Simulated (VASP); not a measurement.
A run of VASP 6.6.1 is set up as follows.

File POSCAR:

```
SrBeI4
1.0
    6.7638375895      0.0000000000     -0.1306768483
    0.0000000000      4.1391571385      0.0000000000
   -0.1703710501      0.0000000000      7.8096476410
Sr Be I
1 1 4
Direct
    0.0000000000      0.5000000000      0.5000000000
    0.0000000000      0.0000000000      0.0000000000
    0.2611644245      0.0000000000      0.2895095349
    0.2252759479      0.5000000000      0.8730124602
    0.7747240521      0.5000000000      0.1269875398
    0.7388355755      0.0000000000      0.7104904651
```

File INCAR.step1:

```
SYSTEM = SrBeI4
PREC = Accurate ; ENCUT = 520
ISMEAR = -1 ; SIGMA = 0.03
LREAL = .False. ; LASPH = .True.
NELM = 80 ; NBANDS = 29
GGA = PE ; ALGO = Normal
EDIFF = 1E-4 ; LWAVE = .True.
LCHARG = .False.
```

INCAR.step2

```
SYSTEM = SrBeI4
PREC = Accurate ; ENCUT = 520
EDIFF = 1E-6 ; ISMEAR = -1
SIGMA = 0.03 ; LREAL = .False.
LASPH = .True. ; NELM = 80
ALGO = Normal ; ISIF = 2
LWAVE = .False. ; LCHARG = .True.
METAGGA = R2SCAN ; LMIXTAU = .True.
LUSE_VDW = .True. ; IVDW_NL = 2
BPARAM = 11.95 ; CPARAM = 0.0093
LELF = .True. ; LVHAR = .True.
NBANDS = 29 ; ISTART = 1
```

File KPOINTS:

```
regular mesh
0
Gamma
  4 6 4
  0 0 0
```

Potentials or basis: VASP PAW PBE potentials, release 64 (Sr_sv, Be, I).

Command:

```sh
$ cat potpaw_PBE.64/Sr_sv/POTCAR potpaw_PBE.64/Be/POTCAR potpaw_PBE.64/I/POTCAR > POTCAR
$ cp INCAR.step1 INCAR
$ mpirun -np 1 vasp_std > vasp.out
$ cp INCAR.step2 INCAR
$ mpirun -np 1 vasp_std > vasp.out
```

Question: Predict the pressure.

Answer: 0.2 GPa.

Question: Predict the largest force.

Answer: 0.019 eV/Å.

Forces on the atoms (eV/Å):
```
Sr   0.000  0.000  0.000
Be   0.000  0.000  0.000
I    0.017  0.000 -0.005
I    0.017  0.000  0.009
I   -0.017  0.000 -0.009
I   -0.017  0.000  0.005
```

Caveat: the PAW data sets were made with another functional, which shifts forces and pressure a little.
